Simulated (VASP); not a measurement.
# B (C2/c) in VASP: density of states with PBE

Aim: the density of states of B with PBE.

All numbers are computed with VASP 6.6.1; they aren't measurements. Logs are shortened: lines on timing, memory, paths and dates and some standing lists are left out, and cuts for length are marked.

## (1) The cell of the first run

The structure is monoclinic, space group C2/c (No. 15). Conventional cell: a = 6.308 Å, b = 5.281 Å, c = 3.252 Å, α = 90.00°, β = 108.12°, γ = 90.00°. B (site symmetry 1) has 7 B at 1.76 to 1.92 Å within 2.3 Å. B (site symmetry 1) has 8 B at 1.76 to 2.27 Å within 2.3 Å.

## (2) Density of states, PBE

Contents of POSCAR:

```
B
1.0
    3.1539277493     -2.6407103509     -0.0077627208
    3.1539277493      2.6407103509     -0.0077627208
   -1.0039749297      0.0000000000      3.0936497675
B
8
Direct
    0.2089199662      0.0280761113      0.6547511606
    0.5340588028      0.7195603925      0.4933567873
    0.9719238887      0.7910800338      0.8452488394
    0.2804396075      0.4659411972      0.0066432127
    0.7910800338      0.9719238887      0.3452488394
    0.4659411972      0.2804396075      0.5066432127
    0.0280761113      0.2089199662      0.1547511606
    0.7195603925      0.5340588028      0.9933567873
```

Contents of INCAR.step1:

```
PREC = Accurate
ENCUT = 520
EDIFF = 1E-6
ISMEAR = 0
SIGMA = 0.1
LREAL = F
LASPH = T
NELM = 100
ALGO = Normal
ISIF = 2
LWAVE = F
LCHARG = T
GGA = PE
NBANDS = 22
```

Contents of KPOINTS.step1:

```
regular mesh
0
Gamma
  10 10 12
```

Contents of INCAR.step2:

```
PREC = Accurate
ENCUT = 520
EDIFF = 1E-6
ISMEAR = -5
SIGMA = 0.1
LREAL = F
LASPH = T
NELM = 100
ALGO = Normal
ISIF = 2
LWAVE = F
LCHARG = F
GGA = PE
LORBIT = 11
NEDOS = 1001
ICHARG = 11
```

Contents of KPOINTS.step2:

```
regular mesh
0
Gamma
  15 15 18
```

Potentials or basis: VASP PAW PBE potentials, release 64 (B).

Run with:

```sh
$ cat potpaw_PBE.64/B/POTCAR > POTCAR
$ cp INCAR.step1 INCAR
$ cp KPOINTS.step1 KPOINTS
$ mpirun -np 1 vasp_std > vasp.out
$ cp INCAR.step2 INCAR
$ cp KPOINTS.step2 KPOINTS
$ mpirun -np 1 vasp_std > vasp.out
```

OUTCAR:

```text
PREC = Accurate
   ENCUT = 520
   EDIFF = 1E-6
   ISMEAR = -5
   LREAL = F
   LASPH = T
   NELM = 100
   ISIF = 2
   GGA = PE
   LORBIT = 11
   ICHARG = 11

 ion  position               nearest neighbor table
   1  0.209  0.028  0.655-   2 1.76   3 1.79   5 1.80   6 1.82   7 1.89   7 1.89   4 1.92
   2  0.534  0.720  0.493-   1 1.76   5 1.82   4 1.87   6 1.89   8 1.90   8 1.90   3 1.92
   3  0.972  0.791  0.845-   4 1.76   1 1.79   7 1.80   8 1.82   5 1.89   5 1.89   2 1.92
   4  0.280  0.466  0.007-   3 1.76   7 1.82   2 1.87   8 1.89   6 1.90   6 1.90   1 1.92
   5  0.791  0.972  0.345-   6 1.76   7 1.79   1 1.80   2 1.82   3 1.89   3 1.89   8 1.92
   6  0.466  0.280  0.507-   5 1.76   1 1.82   8 1.87   2 1.89   4 1.90   4 1.90   7 1.92
   7  0.028  0.209  0.155-   8 1.76   5 1.79   3 1.80   4 1.82   1 1.89   1 1.89   6 1.92
   8  0.720  0.534  0.993-   7 1.76   3 1.82   6 1.87   4 1.89   2 1.90   2 1.90   5 1.92

  LATTYP: Found a base centered monoclinic cell.
 ALAT       =     6.3078746049
 B/A-ratio  =     0.8372742061
 C/A-ratio  =     0.5156223758
 COS(beta)  =    -0.3110198445

  Lattice vectors:

 A1 = (   3.1539277493,  -2.6407103509,  -0.0077627208)
 A2 = (   3.1539277493,   2.6407103509,  -0.0077627208)
 A3 = (  -1.0039749297,   0.0000000000,   3.0936497675)

Analysis of symmetry for initial positions (statically):
=====================================================================
 Subroutine PRICEL returns:
 Original cell was already a primitive cell.

 Routine SETGRP: Setting up the symmetry group for a
 base centered monoclinic supercell.

 Subroutine GETGRP returns: Found  4 space group operations
 (whereof  2 operations were pure point group operations)
 out of a pool of  4 trial point group operations.

The static configuration has the point symmetry S_2 .
 The point group associated with its full space group is C_2h.

Analysis of symmetry for dynamics (positions and initial velocities):
=====================================================================
 Subroutine PRICEL returns:
 Original cell was already a primitive cell.

 Routine SETGRP: Setting up the symmetry group for a
 base centered monoclinic supercell.

 Subroutine GETGRP returns: Found  4 space group operations
 (whereof  2 operations were pure point group operations)
 out of a pool of  4 trial point group operations.

The dynamic configuration has the point symmetry S_2 .
 The point group associated with its full space group is C_2h.

 Subroutine INISYM returns: Found  4 space group operations
 (whereof  2 operations are pure point group operations),
 and found     1 'primitive' translations

----------------------------------------------------------------------------------------

                                     Primitive cell

  volume of cell :      51.4904

  direct lattice vectors                    reciprocal lattice vectors
     3.153927749 -2.640710351 -0.007762721     0.158659214 -0.189342992  0.051489304
     3.153927749  2.640710351 -0.007762721     0.158659214  0.189342992  0.051489304
    -1.003974930  0.000000000  3.093649768     0.000796229  0.000000000  0.323501194

  length of vectors
     4.113474403  4.113474403  3.252481290     0.252338391  0.252338391  0.323502174

  position of ions in fractional coordinates (direct lattice)
     0.208919966  0.028076111  0.654751161
     0.534058803  0.719560393  0.493356787
     0.971923889  0.791080034  0.845248839
     0.280439607  0.465941197  0.006643213
     0.791080034  0.971923889  0.345248839
     0.465941197  0.280439607  0.506643213
     0.028076111  0.208919966  0.154751161
     0.719560393  0.534058803  0.993356787

  ion indices of the primitive-cell ions
   primitive index   ion index
                 1           1
                 2           2
                 3           3
                 4           4
                 5           5
                 6           6
                 7           7
                 8           8

----------------------------------------------------------------------------------------

 KPOINTS: regular mesh

Automatic generation of k-mesh.
 Grid dimensions read from file:
 generate k-points for:   15   15   18

 Generating k-lattice:

  Cartesian coordinates                     Fractional coordinates (reciprocal lattice)
     0.010577281 -0.012622866  0.003432620     0.066666667 -0.000000000 -0.000000000
     0.010577281  0.012622866  0.003432620    -0.000000000  0.066666667 -0.000000000
     0.000044235  0.000000000  0.017972289     0.000000000  0.000000000  0.055555556

  Length of vectors
     0.016822559  0.016822559  0.017972343

  Shift w.r.t. Gamma in fractional coordinates (k-lattice)
     0.000000000  0.000000000  0.000000000

 TETIRR: Found   6075 inequivalent tetrahedra from    24300

 Subroutine IBZKPT returns following result:
 ===========================================

 Found   1088 irreducible k-points:

 Following reciprocal coordinates:
            Coordinates               Weight
  0.000000  0.000000  0.000000      1.000000
  0.066667  0.000000  0.000000      4.000000
  0.133333  0.000000  0.000000      4.000000
  0.200000 -0.000000  0.000000      4.000000
  0.266667  0.000000  0.000000      4.000000
  0.333333  0.000000  0.000000      4.000000
[... 16 lines left out ...]
  0.133333  0.133333  0.000000      2.000000
  0.200000  0.133333  0.000000      4.000000
 [... further k-points ...]
   k-points           NKPTS =   1088   k-points in BZ     NKDIM =   1088   number of bands    NBANDS=     17
   number of dos      NEDOS =   1001   number of ions     NIONS =      8
   total plane-waves  NPLWV =  24576
   dimension x,y,z NGX =    32 NGY =   32 NGZ =   24
   dimension x,y,z NGXF=    64 NGYF=   64 NGZF=   48
   ions per type =               8
   NGX,Y,Z   is equivalent  to a cutoff of  12.93, 12.93, 12.27 a.u.
   NGXF,Y,Z  is equivalent  to a cutoff of  25.87, 25.87, 24.53 a.u.
 SYSTEM =  unknown system
   PREC   = accura    normal or accurate (medium, high low for compatibility)
   ISTART =      0    job   : 0-new  1-cont  2-samecut
   ICHARG =     11    charge: 1-file 2-atom 10-const
   ISPIN  =      1    spin polarized calculation?
   LNONCOLLINEAR =      F non collinear calculations
   LSORBIT =      F    spin-orbit coupling
   LASPH  =      T    aspherical Exc in radial PAW
   ENCUT  =  520.0 eV  38.22 Ry    6.18 a.u.   7.65  7.65  6.05*2*pi/ulx,y,z
   NELM   =    100;   NELMIN=  2; NELMDL=  0     # of ELM steps
   EDIFF  = 0.1E-05   stopping-criterion for ELM
   LREAL  =      F    real-space projection
   EDIFFG = 0.1E-04   stopping-criterion for IOM
   NSW    =      0    number of steps for IOM
   IBRION =     -1    ionic relax: 0-MD 1-quasi-New 2-CG
   NFREE  =      0    steps in history (QN), initial steepest desc. (CG)
   ISIF   =      2    stress and relaxation
   ISYM   =      2    0-nonsym 1-usesym 2-fastsym
   POTIM  = 0.5000    time-step for ionic-motion
   TEBEG  =    0.0;   TEEND  =   0.0 temperature during run
   PSTRESS=    0.0 pullay stress
   NELECT =      24.0000    total number of electrons
   NUPDOWN=      -1.0000    fix difference up-down
   EMIN   =  10.00;   EMAX   =-10.00  energy-range for DOS
   EFERMI =   0.00;   METHOD = LEGACY
   ISMEAR =    -5;   SIGMA  =   0.10  broadening in eV -4-tet -1-fermi 0-gaus
   EFERMI_NEDOS =   21; number of points for ismear=-14 and -15
   IALGO  =     38    algorithm
   IMIX   =      4    mixing-type and parameters
     AMIX     =   0.40;   BMIX     =  1.00
     AMIX_MAG =   1.60;   BMIX_MAG =  1.00
  volume/ion in A,a.u.               =       6.44        43.43
  Fermi-wavevector in a.u.,A,eV,Ry     =   1.269316  2.398659 21.921200  1.611163
  Thomas-Fermi vector in A             =   2.402364
   LORBIT       =     11    0 simple, 1 ext, 2 COOP (PROOUT), +10 PAW based schemes
   GGA     = PE    functional components
   LHFCALC =     F    Hartree Fock is set to
   AEXX    =    0.0000 exact exchange contribution
   IVDW    =     0    specifies the selected vdW correction
   LEPSILON=     F    determine dielectric tensor
   LRPA    =     F    only Hartree local field effects (RPA)
 non-spin polarized calculation
 Fermi weights with tetrahedron method with Bloechl corrections
  energy-cutoff  :      520.00
  volume of cell :       51.49
 maximum number of plane-waves:      1401

 number of electron      24.0000000 magnetization

 Free energy of the ion-electron system (eV)
  ---------------------------------------------------
  ext. energy  EPLUGINS =         0.00000000
  ---------------------------------------------------
  free energy    TOTEN  =       -50.52479593 eV

  energy without entropy =      -50.52479593  energy(sigma->0) =      -50.52479593

 E-fermi :   8.7108     XC(G=0): -12.3725

 val. band max:        8.8257391277   @ k =  -0.2667  -0.4000   0.3889
 cond. band min:       8.6417419567   @ k =  -0.2667   0.0667   0.1667
 fundamental gap:     -0.1839971710
 Fermi energy:         8.7107718596

 k-point     1 :       0.0000    0.0000    0.0000
  band No.  band energies     occupation
      1      -9.0335      2.00000
      2      -2.8902      2.00000
      3      -2.6957      2.00000
      4      -0.5431      2.00000
      5       0.0076      2.00000
      6       1.1749      2.00000
[... 9 lines left out ...]
     16      11.2532      0.00000
     17      11.7844      0.00000

 k-point     2 :       0.0667    0.0000    0.0000
  band No.  band energies     occupation
      1      -9.0009      2.00000
      2      -3.2868      2.00000
      3      -2.4643      2.00000
      4      -0.6267      2.00000
      5       0.3532      2.00000
      6       1.0960      2.00000
[... 9 lines left out ...]
     16      11.3639      0.00000
     17      11.9540      0.00000

 k-point     3 :       0.1333    0.0000    0.0000
  band No.  band energies     occupation
      1      -8.9032      2.00000
      2      -3.8909      2.00000
      3      -2.2662      2.00000
      4      -0.6297      2.00000
      5       0.8621      2.00000
      6       1.0555      2.00000
[... 9 lines left out ...]
     16      11.6020      0.00000
     17      12.3543      0.00000

 k-point     4 :       0.2000   -0.0000    0.0000
  band No.  band energies     occupation
      1      -8.7406      2.00000
      2      -4.5507      2.00000
      3      -2.1034      2.00000
      4      -0.4954      2.00000
      5       0.5584      2.00000
      6       1.7669      2.00000
[... 9 lines left out ...]
     16      11.8280      0.00000
     17      12.4354      0.00000
[... 343 lines left out ...]
      1      -8.9606      2.00000
      2      -3.1930      2.00000
      3      -3.0611      2.00000
      4      -0.0796      2.00000
      5       0.4329      2.00000
      6       1.2316      2.00000
[... 9 lines left out ...]
     16      11.4500      0.00000
     17      12.3699      0.00000

 k-point    23 :       0.1333    0.1333    0.0000
  band No.  band energies     occupation
      1      -8.8038      2.00000
      2      -4.1954      2.00000
      3      -1.7743      2.00000
      4      -1.0008      2.00000
      5      -0.0578      2.00000
      6       1.3514      2.00000
[... 9 lines left out ...]
     16      11.3627      0.00000
     17      12.5104      0.00000

 k-point    24 :       0.2000    0.1333    0.0000
  band No.  band energies     occupation
      1      -8.6566      2.00000
      2      -4.5812      2.00000
      3      -1.9456      2.00000
      4      -0.6197      2.00000
      5      -0.5370      2.00000
      6       1.5507      2.00000
[... 9 lines left out ...]
     16      11.5248      0.00000
     17      12.7557      0.00000

 [... further k-points ...]
[... 5 lines left out ...]
  --------------------------------------------------------------------------------------
  -------------------------------------------------------------------------------------
  Total       -0.1366248      0.0793169      0.0362351      0.0000000      0.0000000     -0.1021224
  in kB       -4.2512207      2.4680265      1.1274911      0.0000000      0.0000000     -3.1776427
  external PRESSURE =      -0.2185677 kB  Pullay stress =       0.0000000 kB

 VOLUME and BASIS-vectors are now :
 -----------------------------------------------------------------------------
  energy-cutoff  :      520.00
  volume of cell :       51.49
      direct lattice vectors                 reciprocal lattice vectors
     3.153927749 -2.640710351 -0.007762721     0.158659214 -0.189342992  0.051489304
     3.153927749  2.640710351 -0.007762721     0.158659214  0.189342992  0.051489304
    -1.003974930  0.000000000  3.093649768     0.000796229  0.000000000  0.323501194

 POSITION                                       TOTAL-FORCE (eV/Angst)
 -----------------------------------------------------------------------------------
      0.09011     -0.47756      2.02373         0.012731      0.000069      0.001359
      3.45851      0.48986      1.51654        -0.014557     -0.005335     -0.000404
      4.71178     -0.47756      2.60122        -0.012731      0.000069     -0.001359
      2.34736      0.48986      0.01476         0.014557     -0.005335      0.000404
      5.21377      0.47756      1.05439        -0.012731     -0.000069     -0.001359
      1.84537     -0.48986      1.56158         0.014557      0.005335      0.000404
      0.59210      0.47756      0.47691         0.012731     -0.000069      0.001359
      2.95652     -0.48986      3.06337        -0.014557      0.005335     -0.000404
 -----------------------------------------------------------------------------------
    total drift:                                0.000000     -0.000000      0.000000

  FREE ENERGIE OF THE ION-ELECTRON SYSTEM (eV)
  ---------------------------------------------------
  free  energy   TOTEN  =       -50.5247959344 eV

  energy  without entropy=      -50.5247959344  energy(sigma->0) =      -50.52479593

 total charge

# of ion       s       p       d       tot
------------------------------------------
    1        0.666   1.337   0.000   2.003
    2        0.664   1.259   0.000   1.923
    3        0.666   1.337   0.000   2.003
    4        0.664   1.259   0.000   1.923
    5        0.666   1.337   0.000   2.003
    6        0.664   1.259   0.000   1.923
    7        0.666   1.337   0.000   2.003
    8        0.664   1.259   0.000   1.923
--------------------------------------------------
tot          5.319  10.382   0.000  15.701
```

Run time: 7.8 min. Hardware: 1 thread of Intel Xeon Platinum 8375C at 2.90GHz (Ice Lake), shared host; peak memory 0.69 GiB.

Results:

* Valence electrons inside the program's atomic spheres: B 2.00, 1.92

Levels at points of the mesh, in eV from the Fermi level:
```tsv
k point	band 8	band 9	band 10	band 11	band 12	band 13	band 14	band 15	band 16	band 17
(0.00, 0.00, 0.00)	-5.52	-4.78	-3.77	-3.64	-1.65	0.39	1.16	1.74	2.54	3.07
(0.00, 0.00, 0.50)	-6.86	-5.73	-5.73	-4.15	-4.15	2.24	2.24	3.74	3.74	5.81
```

Caveat: tetrahedron occupations give inexact forces and stress in metals.
